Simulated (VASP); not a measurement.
# ZrPbAu3 (Amm2) in VASP: single point with PBE

Aim: the single point of ZrPbAu3 with PBE.

Everything below comes from runs of VASP 6.6.1. Logs are shortened: lines on timing, memory, paths and dates and some standing lists are left out, and cuts for length are marked.

## (1) The cell of the first run

Symmetry: Amm2, No. 38, orthorhombic system. The conventional cell has a = 4.762 Å, b = 6.785 Å, c = 6.793 Å, α = 90.00°, β = 90.00°, γ = 90.00°. Pb (site symmetry mm2) has 12 Au at 3.08 to 3.71 Å and 2 Zr at 3.34 Å within 4.1 Å. Au (site symmetry m) has 2 Zr at 2.39 to 2.61 Å and 3 Au at 2.55 to 2.85 Å within 3.2 Å. Au (site symmetry mm2) has 2 Zr at 2.75 Å and 4 Au at 2.85 Å and 4 Pb at 3.08 to 3.71 Å within 3.8 Å. Within 3.2 Å of Zr (site symmetry mm2) lie 6 Au at 2.39 to 2.75 Å.

## (2) Single point, PBE

Input file INCAR:

```
SYSTEM = ZrPbAu3
ALGO = Normal ; EDIFF = 1E-7
ENCUT = 520 ; GGA = PE
ISIF = 2 ; ISMEAR = -1
LASPH = .True. ; LCHARG = .False.
LREAL = .False. ; LWAVE = .False.
NBANDS = 38 ; NELM = 60
PREC = Accurate ; SIGMA = 0.1
```

Input file KPOINTS:

```
k-points
0
Gamma
  6 6 6
  0 0 0
```

Input file POSCAR:

```
ZrPbAu3
1.0
    3.3922570000      3.3962890000      0.0000000000
    3.3922570000     -3.3962890000      0.0000000000
    0.0000000000      0.0000000000     -4.7618310000
Pb Au Zr
1 3 1
Direct
    0.0285422454     -0.0285422454      0.0000000000
    0.5200608530      0.1035992205      0.5000000000
    0.8964007795      0.4799391470      0.5000000000
    0.5748110064      0.4251889936      0.0000000000
    0.3731851158      0.6268148842      0.5000000000
```

Potentials or basis: VASP PAW PBE potentials, release 64 (Pb_d, Au, Zr_sv).

Started as:

```bash
$ cat potpaw_PBE.64/Pb_d/POTCAR potpaw_PBE.64/Au/POTCAR potpaw_PBE.64/Zr_sv/POTCAR > POTCAR
$ mpirun -np 1 vasp_std > vasp.out
```

OUTCAR:

```text
SYSTEM = ZrPbAu3
   EDIFF = 1E-7
   ENCUT = 520
   GGA = PE
   ISIF = 2
   ISMEAR = -1
   LASPH = .True.
   LREAL = .False.
   NELM = 60
   PREC = Accurate

 ion  position               nearest neighbor table
   1  0.029  0.971  0.000-   4 3.08   5 3.34   5 3.34   4 3.41   4 3.41   2 3.41   3 3.41   2 3.41
                             3 3.41   3 3.47   3 3.47   2 3.47   2 3.47   4 3.71
   2  0.520  0.104  0.500-   5 2.39   3 2.55   5 2.61   4 2.85   4 2.85   1 3.41   1 3.41   1 3.47
                             1 3.47   3 3.50   3 3.50
   3  0.896  0.480  0.500-   5 2.39   2 2.55   5 2.61   4 2.85   4 2.85   1 3.41   1 3.41   1 3.47
                             1 3.47   2 3.50   2 3.50
   4  0.575  0.425  0.000-   5 2.75   5 2.75   2 2.85   2 2.85   3 2.85   3 2.85   1 3.08   1 3.41
                             1 3.41   1 3.71
   5  0.373  0.627  0.500-   2 2.39   3 2.39   3 2.61   2 2.61   4 2.75   4 2.75   1 3.34   1 3.34

  LATTYP: Found a base centered orthorhombic cell.
 ALAT       =     6.7845140000
 B/A-ratio  =     1.0011885892
 C/A-ratio  =     0.7018676651

  Lattice vectors:

 A1 = (   3.3922570000,   3.3962890000,   0.0000000000)
 A2 = (   3.3922570000,  -3.3962890000,   0.0000000000)
 A3 = (   0.0000000000,   0.0000000000,  -4.7618310000)

Analysis of symmetry for initial positions (statically):
=====================================================================
 Subroutine PRICEL returns:
 Original cell was already a primitive cell.

 Routine SETGRP: Setting up the symmetry group for a
 base centered orthorhombic supercell.

 Subroutine GETGRP returns: Found  4 space group operations
 (whereof  4 operations were pure point group operations)
 out of a pool of  8 trial point group operations.

The static configuration has the point symmetry C_2v.

Analysis of symmetry for dynamics (positions and initial velocities):
=====================================================================
 Subroutine PRICEL returns:
 Original cell was already a primitive cell.

 Routine SETGRP: Setting up the symmetry group for a
 base centered orthorhombic supercell.

 Subroutine GETGRP returns: Found  4 space group operations
 (whereof  4 operations were pure point group operations)
 out of a pool of  8 trial point group operations.

The dynamic configuration has the point symmetry C_2v.

 Subroutine INISYM returns: Found  4 space group operations
 (whereof  4 operations are pure point group operations),
 and found     1 'primitive' translations

----------------------------------------------------------------------------------------

                                     Primitive cell

  volume of cell :     109.7229

[... 99 lines left out ...]
   NFREE  =      0    steps in history (QN), initial steepest desc. (CG)
   ISIF   =      2    stress and relaxation
   ISYM   =      2    0-nonsym 1-usesym 2-fastsym
   POTIM  = 0.5000    time-step for ionic-motion
   TEBEG  =    0.0;   TEEND  =   0.0 temperature during run
   PSTRESS=    0.0 pullay stress
   NELECT =      59.0000    total number of electrons
   NUPDOWN=      -1.0000    fix difference up-down
   EMIN   =  10.00;   EMAX   =-10.00  energy-range for DOS
   EFERMI =   0.00;   METHOD = LEGACY
   ISMEAR =    -1;   SIGMA  =   0.10  broadening in eV -4-tet -1-fermi 0-gaus
   EFERMI_NEDOS =   21; number of points for ismear=-14 and -15
   IALGO  =     38    algorithm
   IMIX   =      4    mixing-type and parameters
     AMIX     =   0.40;   BMIX     =  1.00
     AMIX_MAG =   1.60;   BMIX_MAG =  1.00
  volume/ion in A,a.u.               =      21.94       148.09
  Fermi-wavevector in a.u.,A,eV,Ry     =   1.331250  2.515698 24.112617  1.772227
  Thomas-Fermi vector in A             =   2.460276
   LORBIT       =      0    0 simple, 1 ext, 2 COOP (PROOUT), +10 PAW based schemes
   GGA     = PE    functional components
   LHFCALC =     F    Hartree Fock is set to
   AEXX    =    0.0000 exact exchange contribution
   IVDW    =     0    specifies the selected vdW correction
   LEPSILON=     F    determine dielectric tensor
   LRPA    =     F    only Hartree local field effects (RPA)
 non-spin polarized calculation
  energy-cutoff  :      520.00
  volume of cell :      109.72
 maximum number of plane-waves:      2992
   NGX = 17   NGY = 17   NGZ = 17

 number of electron      59.0000005 magnetization

 Free energy of the ion-electron system (eV)
  ---------------------------------------------------
  ext. energy  EPLUGINS =         0.00000000
  ---------------------------------------------------
  free energy    TOTEN  =       -20.22186092 eV

  energy without entropy =      -20.12357422  energy(sigma->0) =      -20.17271757

 E-fermi :   8.3169     XC(G=0): -11.2347

 val. band max:        8.3088912308   @ k =   0.3333  -0.0000   0.0000
 cond. band min:       8.3182730897   @ k =   0.5000   0.1667   0.5000
 fundamental gap:      0.0093818588
 Fermi energy:         8.3169123748

 k-point     1 :       0.0000    0.0000    0.0000
  band No.  band energies     occupation
      1     -40.9001      2.00000
      2     -19.2072      2.00000
      3     -19.1128      2.00000
      4     -18.9376      2.00000
      5      -8.6883      2.00000
      6      -8.6707      2.00000
[... 973 lines left out ...]
     37      13.3745      0.00000
     38      13.9373      0.00000

 [... further k-points ...]

------------------------ aborting loop because EDIFF is reached ----------------------------------------

  FORCE on cell =-STRESS in cart. coord.  units (eV):
  Direction    XX          YY          ZZ          XY          YZ          ZX
  --------------------------------------------------------------------------------------
  -------------------------------------------------------------------------------------
  Total       20.7499772     11.6187741      4.6069393      0.0000000      0.0000000      0.0000000
  in kB      302.9917806    169.6576829     67.2706631      0.0000000      0.0000000      0.0000000
  external PRESSURE =     179.9733755 kB  Pullay stress =       0.0000000 kB

 VOLUME and BASIS-vectors are now :
 -----------------------------------------------------------------------------
  energy-cutoff  :      520.00
  volume of cell :      109.72
      direct lattice vectors                 reciprocal lattice vectors
     3.392257000  3.396289000  0.000000000     0.147394493  0.147219509  0.000000000
     3.392257000 -3.396289000  0.000000000     0.147394493 -0.147219509  0.000000000
     0.000000000  0.000000000 -4.761831000     0.000000000  0.000000000 -0.210003253

 POSITION                                       TOTAL-FORCE (eV/Angst)
 -----------------------------------------------------------------------------------
      3.39226     -3.20241      0.00000         0.000000     -0.005579      0.000000
      2.11562      1.41442     -2.38092         0.065087     -0.023781      0.000000
      4.66890      1.41442     -2.38092        -0.065087     -0.023781      0.000000
      3.39226      0.50816      0.00000         0.000000      0.007837      0.000000
      3.39226     -0.86140     -2.38092         0.000000      0.045304      0.000000
 -----------------------------------------------------------------------------------
    total drift:                                0.000000     -0.000249      0.000000

  FREE ENERGIE OF THE ION-ELECTRON SYSTEM (eV)
  ---------------------------------------------------
  free  energy   TOTEN  =       -20.2218609171 eV

  energy  without entropy=      -20.1235742196  energy(sigma->0) =      -20.17271757
```

Run time: 2.3 min. Hardware: 1 thread of Intel Xeon Platinum 8259CL at 2.50GHz (Skylake/Cascade Lake), shared host; peak memory 0.34 GiB.

Results:

```
Free energy            : -20.2219 eV
Pressure               : 18.0 GPa
Largest force          : 0.069 eV/Å
Band gap on the k mesh : zero (an odd number of electrons rules out a gap without spin polarisation)
```

Forces in eV/Å, atoms in the order of the input:
```
Pb   0.000 -0.006  0.000
Au   0.065 -0.024  0.000
Au  -0.065 -0.024  0.000
Au   0.000  0.008  0.000
Zr   0.000  0.045  0.000
```

Caveat: the cell stands under pressure; spin-orbit coupling is left out, which moves the levels of the heavy elements.
